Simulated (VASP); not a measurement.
Here is a VASP 6.6.1 calculation.

INCAR

```
PREC     = Accurate       # precision mode
ENCUT    = 600            # plane-wave cutoff, eV
EDIFF    = 1E-6           # SCF threshold, eV
ISMEAR   = 0              # smearing method
SIGMA    = 0.1            # smearing width, eV
LREAL    = False          # projectors in reciprocal space
LASPH    = True           # aspherical terms in the spheres
NELM     = 200            # most SCF steps
ALGO     = Normal         # electronic algorithm
ISIF     = 2              # what is computed and relaxed
LWAVE    = False          # write WAVECAR
LCHARG   = False          # write CHGCAR
ISPIN    = 2              # spin polarisation
MAGMOM   = 1              # initial moments
LORBIT   = 11             # projections on sites
GGA      = PE             # functional
NBANDS   = 12             # bands
GGA_COMPAT= False
```

Contents of KPOINTS:

```
Automatic mesh
0
Gamma
  14 14 14
```

Contents of POSCAR:

```
C
1.0
   -0.7805672642      0.8477775876      3.8205014154
    0.7805672642     -0.8477775876      3.8205014154
    0.7805672642      0.8477775876     -3.8205014154
C
1
Direct
    0.5000000000      0.0000000000      0.5000000000
```

Potentials or basis: VASP PAW PBE potentials, release 64 (C).

Command:

```console
$ cat potpaw_PBE.64/C/POTCAR > POTCAR
$ mpirun -np 1 vasp_std > vasp.out
```

Predict the net moment.

0.00 μB per cell.

What does it give for the band gap on the k mesh?

Zero (filled and empty bands overlap).

Stress tensor (GPa, compression positive):
```
 1.39  0.00  0.00
 0.00 -8.68  0.00
 0.00  0.00  0.24
```

Caveat: the stress differs along the axes, from -9 to 1 GPa.
